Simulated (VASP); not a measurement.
A run of VASP 6.6.1 is set up as follows.

The input INCAR:

```
PREC     = Accurate       # precision mode
ENCUT    = 600            # plane-wave cutoff, eV
EDIFF    = 1E-6           # SCF threshold, eV
ISMEAR   = 0              # smearing method
SIGMA    = 0.05           # smearing width, eV
LREAL    = False          # projectors in reciprocal space
LASPH    = True           # aspherical terms in the spheres
NELM     = 120            # most SCF steps
ALGO     = Normal         # electronic algorithm
ISIF     = 2              # what is computed and relaxed
LWAVE    = False          # write WAVECAR
LCHARG   = False          # write CHGCAR
NBANDS   = 11             # bands
GGA_COMPAT= False
```

File KPOINTS:

```
regular mesh
0
Gamma
  12 12 12
```

The input POSCAR:

```
BN
1.0
    1.2010769119      0.6934420784      3.6427691556
   -1.2010769119      0.6934420784      3.6427691556
    0.0000000000     -1.3868841568      3.6427691556
B N
1 1
Direct
    0.9996712000      0.9996712000      0.9996712000
    0.3327618000      0.3327618000      0.3327618000
```

Potentials or basis: VASP PAW LDA potentials, release 64 (B, N).

Command:

```bash
$ cat potpaw_LDA.64/B/POTCAR potpaw_LDA.64/N/POTCAR > POTCAR
$ mpirun -np 1 vasp_std > vasp.out
```

(1) What does it give for the largest force?

(2) Predict the band gap on the k mesh.

(3) What does it give for the pressure?

Results:

(1) 0.024 eV/Å.

(2) 4.28 eV, indirect (least direct gap 4.84 eV).

(3) 27.6 GPa.

Caveat: the cell differs from its parent crystal (strain -0.040 along x and y, +0.080 along z).
